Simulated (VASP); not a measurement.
Set up this calculation in VASP 6.6.1, as the native input.

| Quantity | Value |
| --- | --- |
| Task | single point |
| Functional | PBE |
| Potentials or basis | VASP PAW PBE potentials, release 64 (Sn_d, Se) |
| Cutoff | 520 eV |
| k mesh | 4 × 4 × 4 |
| Occupations | fermi-dirac, width 0.05 eV |
| Spin | no spin polarisation |
| Dipole correction | no |
| Further INCAR settings | ALGO = Normal; EDIFF = 1e-06; NBANDS = 17 |

The structure of SnSe lies in POSCAR:

```
SnSe
1.0
    0.0000000000      3.0100000000      3.0100000000
    3.0100000000      0.0000000000      3.0100000000
    3.0100000000      3.0100000000      0.0000000000
Sn Se
1 1
Direct
    0.0000000000      0.0000000000      0.0000000000
    0.5000000000      0.5000000000      0.5000000000
```

The input as run:

INCAR

```
ALGO = Normal
EDIFF = 1E-6
ENCUT = 520
GGA = PE
ISIF = 2
ISMEAR = -1
LASPH = T
LCHARG = F
LREAL = F
LWAVE = F
NBANDS = 17
NELM = 100
PREC = Accurate
SIGMA = 0.05
```

KPOINTS

```
k-points
0
Gamma
  4 4 4
```

Potentials or basis: VASP PAW PBE potentials, release 64 (Sn_d, Se).

The run is started by

```bash
$ cat potpaw_PBE.64/Sn_d/POTCAR potpaw_PBE.64/Se/POTCAR > POTCAR
$ mpirun -np 1 vasp_std > vasp.out
```

It gave:

```yaml
Pressure: -0.4 GPa
Band_gap_on_the_k_mesh: 0.57 eV
```

Caveat: the k points lie up to 0.45 Å⁻¹ apart; spin-orbit coupling is left out, which moves the levels of the heavy elements.

Run time: 6.3 s on 1 thread of Intel(R) Xeon(R) Platinum 8559C (Emerald Rapids) (shared host), peak memory 0.17 GiB.
